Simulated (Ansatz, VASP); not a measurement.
**Two plane-wave programs on SnSe**

```
Sn Se
1.0
     0.00000    3.09118    3.09118
     3.09118    0.00000    3.09118
     3.09118    3.09118    0.00000
Sn Se
1 1
Direct
  0.00000 0.00000 0.00000
  0.50000 0.50000 0.50000
```

Alike in both runs: task single point; functional PBE; k mesh 10 × 10 × 10; occupations gaussian, width 0.05 eV; no spin polarisation.

|  | VASP | Ansatz |
| --- | --- | --- |
| version | VASP 6.6.1 | Ansatz 0.2.0 |
| potentials or method | VASP PAW PBE potentials, release 64 (Sn_d, Se), cutoff 520 eV | scalar-relativistic, plane waves, PAW |
| valence electrons in the cell | 20 | 30 |

```tsv
	VASP	Ansatz	Ansatz less VASP
gap on the k mesh at the Fermi level (eV)	0.26	0.26	-0.001
least direct gap on the mesh (eV)	0.26	0.26	-0.001
pressure (GPa)	-2.6	-2.5	+0.01
```

VASP's potentials hold 20 valence electrons a cell and Ansatz's 30, so a difference there can come from the potentials and not from the codes.
